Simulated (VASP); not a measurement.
# Sn (P6/mmm) in VASP: a series of runs, part 2 of 2

VASP 6.6.1. The steps go on from the part before.

### 4 Single point, PBE (25.63 Å³/atom)

This run uses another cell than the first one, of 25.63 Å³/atom.

The input, INCAR:

```
SYSTEM = Sn
ALGO = Normal
EDIFF = 1E-6
ENCUT = 520
GGA = PE
ISIF = 2
ISMEAR = -1
LASPH = .True.
LCHARG = .False.
LREAL = .False.
LWAVE = .False.
NBANDS = 28
NELM = 100
PREC = Accurate
SIGMA = 0.1
```

The input, KPOINTS:

```
k-points
0
Gamma
  8 8 11
  0 0 0
```

The input, POSCAR:

```
Sn
1.0
    5.2612324564      0.0000000000      0.0000000000
   -2.6306162282      4.5563609625      0.0000000000
    0.0000000000      0.0000000000      3.2079413084
Sn
3
Direct
    0.0000000000      0.0000000000      0.0000000000
    0.3333333333      0.6666666667      0.5000000000
    0.6666666667      0.3333333333      0.5000000000
```

Potentials or basis: VASP PAW PBE potentials, release 64 (Sn_d).

Launch:

```console
> cat potpaw_PBE.64/Sn_d/POTCAR > POTCAR
> mpirun -np 1 vasp_std > vasp.out
```

OUTCAR:

```text
SYSTEM = Sn
   EDIFF = 1E-6
   ENCUT = 520
   GGA = PE
   ISIF = 2
   ISMEAR = -1
   LASPH = .True.
   LREAL = .False.
   NELM = 100
   PREC = Accurate

 ion  position               nearest neighbor table
   1  0.000  0.000  0.000-   2 3.44   3 3.44   2 3.44   3 3.44   3 3.44   3 3.44   2 3.44   2 3.44
                             3 3.44   3 3.44   2 3.44   2 3.44
   2  0.333  0.667  0.500-   3 3.04   3 3.04   3 3.04   1 3.44   1 3.44   1 3.44   1 3.44   1 3.44
                             1 3.44
   3  0.667  0.333  0.500-   2 3.04   2 3.04   2 3.04   1 3.44   1 3.44   1 3.44   1 3.44   1 3.44
                             1 3.44

  LATTYP: Found a hexagonal cell.
 ALAT       =     5.2612324564
 C/A-ratio  =     0.6097319088

  Lattice vectors:

 A1 = (   5.2612324564,   0.0000000000,   0.0000000000)
 A2 = (  -2.6306162282,   4.5563609625,   0.0000000000)
 A3 = (   0.0000000000,   0.0000000000,   3.2079413084)

Analysis of symmetry for initial positions (statically):
=====================================================================
 Subroutine PRICEL returns:
 Original cell was already a primitive cell.

 Routine SETGRP: Setting up the symmetry group for a
 hexagonal supercell.
[... 168 lines left out ...]

 E-fermi :   8.8041     XC(G=0): -10.6352

 val. band max:        8.7914800039   @ k =   0.3750   0.2500   0.3636
 cond. band min:       8.8161141676   @ k =   0.1250  -0.0000   0.4545
 fundamental gap:      0.0246341637
 Fermi energy:         8.8040835198

 k-point     1 :       0.0000    0.0000    0.0000
  band No.  band energies     occupation
      1     -12.9056      2.00000
      2     -12.8027      2.00000
      3     -12.7950      2.00000
      4     -12.7950      2.00000
      5     -12.7464      2.00000
      6     -12.7464      2.00000
[... 733 lines left out ...]
     27      13.5942      0.00000
     28      15.9712      0.00000

 [... further k-points ...]

------------------------ aborting loop because EDIFF is reached ----------------------------------------

  FORCE on cell =-STRESS in cart. coord.  units (eV):
  Direction    XX          YY          ZZ          XY          YZ          ZX
  --------------------------------------------------------------------------------------
  -------------------------------------------------------------------------------------
  Total        3.0473851      3.0473851      1.3711907      0.0000000      0.0000000     -0.0000000
  in kB       63.4900835     63.4900835     28.5677749      0.0000000      0.0000000     -0.0000000
  external PRESSURE =      51.8493140 kB  Pullay stress =       0.0000000 kB

 VOLUME and BASIS-vectors are now :
 -----------------------------------------------------------------------------
  energy-cutoff  :      520.00
  volume of cell :       76.90
      direct lattice vectors                 reciprocal lattice vectors
     5.261232456  0.000000000  0.000000000     0.190069534  0.109736696  0.000000000
    -2.630616228  4.556360963  0.000000000     0.000000000  0.219473393  0.000000000
     0.000000000  0.000000000  3.207941308     0.000000000  0.000000000  0.311726401

 POSITION                                       TOTAL-FORCE (eV/Angst)
 -----------------------------------------------------------------------------------
      0.00000      0.00000      0.00000         0.000000      0.000000      0.000000
     -0.00000      3.03757      1.60397         0.000000     -0.000000     -0.000000
      2.63062      1.51879      1.60397        -0.000000      0.000000      0.000000
 -----------------------------------------------------------------------------------
    total drift:                               -0.000000      0.000000      0.000000

  FREE ENERGIE OF THE ION-ELECTRON SYSTEM (eV)
  ---------------------------------------------------
  free  energy   TOTEN  =       -11.2155260340 eV

  energy  without entropy=      -11.1506005062  energy(sigma->0) =      -11.18306327
```

Run time: 45 s. Hardware: 1 thread of AMD EPYC 9R45 (Zen 5), shared host; peak memory 0.21 GiB.

What came out:

| Property | Result |
| --- | --- |
| Free energy | -11.2155 eV |
| Pressure | 5.2 GPa |
| Band gap on the k mesh | zero (bands 21 and 22 overlap by 4.33 eV) |

Caveat: the cell stands under pressure; spin-orbit coupling is left out, which moves the levels of the heavy elements.

### 5 Single point, PBE (26.75 Å³/atom)

This run uses another cell than the first one, of 26.75 Å³/atom.

The input, INCAR:

```
SYSTEM = Sn
ALGO     = Normal         ! electronic algorithm
EDIFF    = 1E-6           ! SCF threshold, eV
ENCUT    = 520            ! plane-wave cutoff, eV
GGA      = PE             ! functional
ISIF     = 2              ! what is computed and relaxed
ISMEAR   = -1             ! smearing method
LASPH    = .True.         ! aspherical terms in the spheres
LCHARG   = .True.         ! write CHGCAR
LELF     = .True.         ! ELF
LREAL    = .False.        ! projectors in reciprocal space
LVHAR    = .True.       
LWAVE    = .False.        ! write WAVECAR
NBANDS   = 28             ! bands
NELM     = 60             ! most SCF steps
PREC     = Accurate       ! precision mode
SIGMA    = 0.1            ! smearing width, eV
```

KPOINTS is that of step 4.

The input, POSCAR:

```
Sn
1.0
    5.3364030760      0.0000000000      0.0000000000
   -2.6682015380      4.6214606287      0.0000000000
    0.0000000000      0.0000000000      3.2537752338
Sn
3
Direct
    0.0000000000      0.0000000000      0.0000000000
    0.3333333333      0.6666666667      0.5000000000
    0.6666666667      0.3333333333      0.5000000000
```

Launch:

```console
> cat potpaw_PBE.64/Sn_d/POTCAR > POTCAR
> mpirun -np 1 vasp_std > vasp.out
```

It took 46 s on 1 thread of AMD EPYC 9R45 (Zen 5), shared host; peak memory 0.21 GiB.

Results (log left out):

```
Free energy            : -11.2951 eV
Pressure               : 2.5 GPa
Band gap on the k mesh : zero (bands 21 and 22 overlap by 4.08 eV)
```

Stress tensor (GPa, compression positive):
```
3.48 0.00 0.00
0.00 3.48 0.00
0.00 0.00 0.48
```

Levels at points of the mesh, in eV from the Fermi level:
```
           k point  band 18  band 19  band 20  band 21  band 22  band 23  band 24  band 25
(0.00, 0.00, 0.00)    -5.19    -2.60    -2.60    -2.47    -2.47     3.01     6.56     8.17
(0.50, 0.00, 0.00)    -6.43    -4.53     1.22     1.36     2.77     3.06     4.22     4.92
```

Caveat: spin-orbit coupling is left out, which moves the levels of the heavy elements.

### 6 Summary

| cell | k mesh | gap on the mesh (eV) | pressure (GPa) |
| --- | --- | --- | --- |
| a = 5.410, b = 5.410, c = 3.298 Å, angles 90.0, 90.0, 120.0°, 3 atoms | 7 × 7 × 10 | none | 0.0 |
| a = 5.184, b = 5.184, c = 3.161 Å, angles 90.0, 90.0, 120.0°, 3 atoms | 8 × 8 × 11 | none | 8.5 |
| a = 5.261, b = 5.261, c = 3.208 Å, angles 90.0, 90.0, 120.0°, 3 atoms | 8 × 8 × 11 | none | 5.2 |
| a = 5.336, b = 5.336, c = 3.254 Å, angles 90.0, 90.0, 120.0°, 3 atoms | 8 × 8 × 11 | none | 2.5 |

Alike in all rows: task single point; level PBE; potentials or basis VASP PAW PBE potentials, release 64 (Sn_d); no spin polarisation; cutoff (eV) 520; smearing fermi-dirac 0.1 eV.

Caveats: spin-orbit coupling is left out, which moves the levels of the heavy elements; the cell stands under pressure (at least some runs).

Absolute energies hang on the potentials; compare differences alone.
